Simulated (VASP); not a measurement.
Here is a VASP 6.6.1 calculation.

The input INCAR:

```
SYSTEM = Cu
  ALGO = Normal
  DIPOL = 0.5 0.5 0.500
  EDIFF = 1E-6
  ENCUT = 520
  GGA = PS
  IDIPOL = 3
  ISIF = 2
  ISMEAR = -1
  LASPH = .True.
  LCHARG = .True.
  LDIPOL = .True.
  LELF = .True.
  LREAL = .False.
  LVACPOTAV = .True.
  LVHAR = .True.
  LWAVE = .False.
  NBANDS = 48
  NELM = 80
  PREC = Accurate
  SIGMA = 0.1
```

The input KPOINTS:

```
k-points
0
Gamma
  18 18 1
  0 0 0
```

The input POSCAR:

```
Cu
1.0
    2.5198192011      0.0000000000      0.0000000000
   -1.2599096006      2.1822274411      0.0000000000
    0.0000000000      0.0000000000     28.3445000000
Cu
7
Direct
    0.0000000000      0.0000000000      0.2833270364
    0.3333333333      0.6666666667      0.3551898818
    0.6666666667      0.3333333333      0.4274882412
    0.0000000000      0.0000000000      0.4999999859
    0.3333333333      0.6666666667      0.5725117428
    0.6666666667      0.3333333333      0.6448101232
    0.0000000000      0.0000000000      0.7166729885
```

Potentials or basis: VASP PAW PBE potentials, release 64 (Cu).

Command:

```sh
$ cat potpaw_PBE.64/Cu/POTCAR > POTCAR
$ mpirun -np 1 vasp_std > vasp.out
```

Estimate the band gap on the k mesh.

zero (an odd number of electrons rules out a gap without spin polarisation).

What does it give for the largest force?

0.027 eV/Å.

Forces in eV/Å, atoms in the order of the input:
```
Cu   0.000  0.000 -0.027
Cu   0.000  0.000  0.001
Cu   0.000  0.000  0.001
Cu   0.000  0.000  0.000
Cu   0.000  0.000 -0.001
Cu   0.000  0.000 -0.001
Cu   0.000  0.000  0.027
```

Caveat: the PAW data sets were made with another functional, which shifts forces and pressure a little.
